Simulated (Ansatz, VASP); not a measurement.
**Mg: VASP beside Ansatz**

File INCAR:

```
SYSTEM = Mg
PREC     = Accurate       ! precision mode
ENCUT    = 520            ! plane-wave cutoff, eV
EDIFF    = 1E-7           ! SCF threshold, eV
ISMEAR   = -1             ! smearing method
SIGMA    = 0.05           ! smearing width, eV
LREAL    = .False.        ! projectors in reciprocal space
LASPH    = .True.         ! aspherical terms in the spheres
NELM     = 80             ! most SCF steps
ALGO     = Normal         ! electronic algorithm
ISIF     = 2              ! what is computed and relaxed
LWAVE    = .False.        ! write WAVECAR
LCHARG   = .False.        ! write CHGCAR
NBANDS   = 9              ! bands
```

Contents of KPOINTS:

```
regular mesh
0
Gamma
  15 15 9
  0 0 0
```

POSCAR

```
Mg
1.0
    2.3673080152      0.0000000000      0.0000000000
   -1.1836540076      2.0501488797      0.0000000000
    0.0000000000      0.0000000000      3.8282168912
Mg
2
Direct
    0.3333333333      0.6666666667      0.2500000000
    0.6666666667      0.3333333333      0.7500000000
```

Input for Ansatz:

```yaml
crystal:
  lattice:
    - [2.3673080152, 0.0, 0.0]
    - [-1.1836540076, 2.0501488797, 0.0]
    - [0.0, 0.0, 3.8282168912]
  atoms:
    - { symbol: Mg, position: [0.3333333333, 0.6666666667, 0.25] }
    - { symbol: Mg, position: [0.6666666667, 0.3333333333, 0.75] }
kpoints:
  mp_grid: { grid: [15, 15, 9] }
  band_path:
    path:
      - [0.0, 0.0, 0.0]
      - [0.5, 0.0, 0.0]
      - [0.3333333333, 0.3333333333, 0.0]
      - [0.0, 0.0, 0.0]
      - [0.0, 0.0, 0.5]
      - [0.5, 0.0, 0.5]
      - [0.3333333333, 0.3333333333, 0.5]
      - [0.0, 0.0, 0.5]
      - [0.5, 0.0, 0.5]
    npoints: 8
scf:
  occupations: { method: fermi_dirac, width: 0.05 }
hamiltonian:
  xc: lda
  pseudopotentials: { kind: paw }
output:
  forces: true
  stress: true
  eigenvalues: true
  populations: true
  dos: { projected: true, de: 0.2, e_range: [-14, 8] }
```

Change from the starting cell: volume scaled by 0.43, PAW files.

Alike in both runs: task single point; functional LDA; k mesh 15 × 15 × 9; occupations fermi-dirac, width 0.05 eV; no spin polarisation.

|  | VASP | Ansatz |
| --- | --- | --- |
| version | VASP 6.6.1 | Ansatz 0.2.0 |
| potentials or method | VASP PAW LDA potentials, release 64 (Mg) | PAW with Ansatz's default frozen-core files, scalar-relativistic |
| plane-wave cutoff (eV) | 520 | 420 |
| valence electrons in the cell | 4 | 20 |

VASP gave:

* pressure (GPa): 177.0
* traceless stress, the component that is largest in VASP (GPa): 0.18

Estimate Ansatz's values.

pressure (GPa): 172.6; traceless stress, the component that is largest in VASP (GPa): 0.02.

LDA's correlation is that of Perdew and Zunger in VASP and of Perdew and Wang (1992) in Ansatz. Both programs put the cell under a high pressure, so it lies far from rest at this level. VASP's potentials hold 4 valence electrons a cell and Ansatz's 20, so a difference there can come from the potentials and not from the codes.

Noted on VASP's run: the cell as given lies far from equilibrium.
